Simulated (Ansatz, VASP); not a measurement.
## One calculation of Al, two programs

```
Al
1.0
    -1.42869    1.42878    2.02036
     1.42869   -1.42878    2.02036
     1.42869    1.42878   -2.02036
Al
1
Direct
  0.50000 0.50000 0.00000
```

Change from the starting cell: the structure that the rattled cell fell into.

Alike in both runs: functional PBE; k mesh 26 × 26 × 26; occupations gaussian, width 0.1 eV; no spin polarisation.

Ansatz relaxed the structure, and its values are those at the end. VASP's run is a single point on that final structure, the one shown.

|  | VASP | Ansatz |
| --- | --- | --- |
| version | VASP 6.6.1 | Ansatz 0.2.0 |
| potentials or method | VASP PAW PBE potentials, release 64 (Al), cutoff 520 eV | scalar-relativistic, plane waves, PAW |
| valence electrons in the cell | 3 | 3 |

```tsv
	VASP	Ansatz	Ansatz less VASP
gap on the k mesh at the Fermi level (eV)	none	none	-
pressure (GPa)	0.0	0.0	+0.04
```

A gap of «none» marks a metal or a gap that the smearing closes. The functional is the same, so the differences come from potentials, cutoffs and numerics.
